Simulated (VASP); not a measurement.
Wanted: the native input for a VASP 6.6.1 run.

```yaml
Task: single point
Functional: PBE
Potentials_or_basis: VASP PAW PBE potentials, release 64 (K_sv, F)
Cutoff: 520 eV
k_mesh: 8 × 8 × 8
Occupations: gaussian, width 0.05 eV
Spin: no spin polarisation
Dipole_correction: no
Further_INCAR_settings: ALGO = Normal; EDIFF = 1e-06; NBANDS = 15
```

The structure of KF lies in POSCAR:

```
KF
1.0
    0.1189400146      2.8139554503      2.8139554503
    2.8139554503      0.1189400146      2.8139554503
    2.8139554503      2.8139554503      0.1189400146
K F
1 1
Direct
    0.0000000000      0.0000000000      0.0000000000
    0.5000000000      0.5000000000      0.5000000000
```

The input as run:

INCAR

```
PREC = Accurate
ENCUT = 520
EDIFF = 1E-6
ISMEAR = 0
SIGMA = 0.05
LREAL = False
LASPH = True
NELM = 60
ALGO = Normal
ISIF = 2
LWAVE = False
LCHARG = False
GGA = PE
NBANDS = 15
```

KPOINTS

```
Automatic mesh
0
Gamma
  8 8 8
```

Potentials or basis: VASP PAW PBE potentials, release 64 (K_sv, F).

Command:

```sh
$ cat potpaw_PBE.64/K_sv/POTCAR potpaw_PBE.64/F/POTCAR > POTCAR
$ mpirun -np 1 vasp_std > vasp.out
```

It gave:

The pressure is -1.3 GPa. The band gap on the k mesh is 5.67 eV.

It took 66 s on 1 thread of Intel Xeon 8259CL, on a shared host, peak memory 0.19 GiB.
